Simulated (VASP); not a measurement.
The system is Y3AlN4.

```
Y Al N
1.0
     3.56369    0.00000    0.00000
     0.00000    3.56369    0.00000
     0.00000    0.00000   10.07964
Y Al N
3 1 4
Direct
  0.50000 0.50000 0.25000
  0.00000 0.00000 0.50000
  0.50000 0.50000 0.75000
  0.00000 0.00000 0.00000
  0.00000 0.00000 0.25000
  0.50000 0.50000 0.50000
  0.00000 0.00000 0.75000
  0.50000 0.50000 0.00000
```

- Program: VASP 6.6.1
- Task: relaxation of cell and atoms
- Functional: PBE
- Potentials or basis: VASP PAW PBE potentials, release 64 (Y_sv, Al, N)
- Cutoff: 600 eV
- k mesh: 6 × 6 × 2
- Occupations: gaussian, width 0.1 eV
- Spin: no spin polarisation

At the start: pressure -18.9 GPa; volume 16.00 Å³/atom.

Q: How do energy, volume and symmetry change on relaxing?

A: Over 12 steps the energy falls by 220.1 meV/atom and the volume is 13.57 Å³/atom (-15.2 %); space group P4/mmm (No. 123, to 0.1 Å) before and after.

The path:
```
step  energy change (eV)  largest force (eV/Å)  pressure (GPa)  volume (Å³)
   1              0.0000                1.1075          -18.86       128.01
   2             -0.5477                1.6047           25.63        96.19
   3             -1.3957                0.9600            0.21       108.45
   4             -1.3961                0.9518            0.74       108.08
   5             -1.5400                0.9661            0.99       107.73
   6             -1.6413                1.0989            2.79       107.01
   7             -1.7103                0.8771            1.07       108.09
   8             -1.7426                0.5676           -0.98       109.57
   9             -1.7576                0.2501           -0.27       108.88
  10             -1.7603                0.0459            0.21       108.44
  11             -1.7603                0.0562            0.21       108.46
  12             -1.7606                0.0359           -0.05       108.58
```

Final structure:
```
Y Al N
1.0
     3.40410    0.00000    0.00000
     0.00000    3.40410    0.00000
     0.00000    0.00000    9.37017
Y Al N
3 1 4
Direct
  0.50000 0.50000 0.23317
  0.00000 0.00000 0.50000
  0.50000 0.50000 0.76683
  0.00000 0.00000 0.00000
  0.00000 0.00000 0.22496
  0.50000 0.50000 0.50000
  0.00000 0.00000 0.77504
  0.50000 0.50000 0.00000
```

Caveat: the volume moved by over 15 % at a fixed basis, so the end points are rough.
